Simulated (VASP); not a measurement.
Here is a VASP 6.6.1 calculation.

Contents of POSCAR:

```
GaAs
1.0
    3.8793364499      0.0000000000      0.0000000000
    0.0000000000      3.8793364499      0.0000000000
    0.0000000000      0.0000000000      2.5115163956
Ga As
1 1
Direct
    0.5000000000      0.5000000000      0.5000000000
    0.0000000000      0.0000000000      0.5000000000
```

Contents of INCAR.step1:

```
SYSTEM = GaAs
ALGO     = Normal         ! electronic algorithm
EDIFF    = 1E-5           ! SCF threshold, eV
ENCUT    = 520            ! plane-wave cutoff, eV
GGA      = PE             ! functional
ISIF     = 2              ! what is computed and relaxed
ISMEAR   = -1             ! smearing method
LASPH    = .True.         ! aspherical terms in the spheres
LCHARG   = .False.        ! write CHGCAR
LREAL    = .False.        ! projectors in reciprocal space
LWAVE    = .True.         ! write WAVECAR
NBANDS   = 16             ! bands
NELM     = 80             ! most SCF steps
PREC     = Accurate       ! precision mode
SIGMA    = 0.05           ! smearing width, eV
```

Contents of INCAR.step2:

```
SYSTEM = GaAs
AEXX     = 0.25           ! exact-exchange fraction
ALGO     = Normal         ! electronic algorithm
EDIFF    = 1E-7           ! SCF threshold, eV
ENCUT    = 520            ! plane-wave cutoff, eV
GGA      = PS             ! functional
ISIF     = 2              ! what is computed and relaxed
ISMEAR   = -1             ! smearing method
ISTART   = 1            
LASPH    = .True.         ! aspherical terms in the spheres
LCHARG   = .False.        ! write CHGCAR
LHFCALC  = .True.         ! exact exchange
LREAL    = .False.        ! projectors in reciprocal space
LWAVE    = .False.        ! write WAVECAR
NBANDS   = 16             ! bands
NELM     = 80             ! most SCF steps
PREC     = Accurate       ! precision mode
PRECFOCK = Normal       
SIGMA    = 0.05           ! smearing width, eV
```

The input KPOINTS:

```
k-points
0
Gamma
  4 4 5
  0 0 0
```

Potentials or basis: VASP PAW PBE potentials, release 64 (Ga_d, As).

Launch:

```console
$ cat potpaw_PBE.64/Ga_d/POTCAR potpaw_PBE.64/As/POTCAR > POTCAR
$ cp INCAR.step1 INCAR
$ mpirun -np 1 vasp_std > vasp.out
$ cp INCAR.step2 INCAR
$ mpirun -np 1 vasp_std > vasp.out
```

(1) Predict the band gap on the k mesh.

(2) What does it give for the pressure?

Results:

(1) zero (bands 9 and 10 overlap by 5.27 eV).

(2) -0.2 GPa.

Caveat: the k points lie up to 0.50 Å⁻¹ apart, too coarse for converged energies and pressures of a metal; the PAW data sets were made with another functional, which shifts forces and pressure a little.
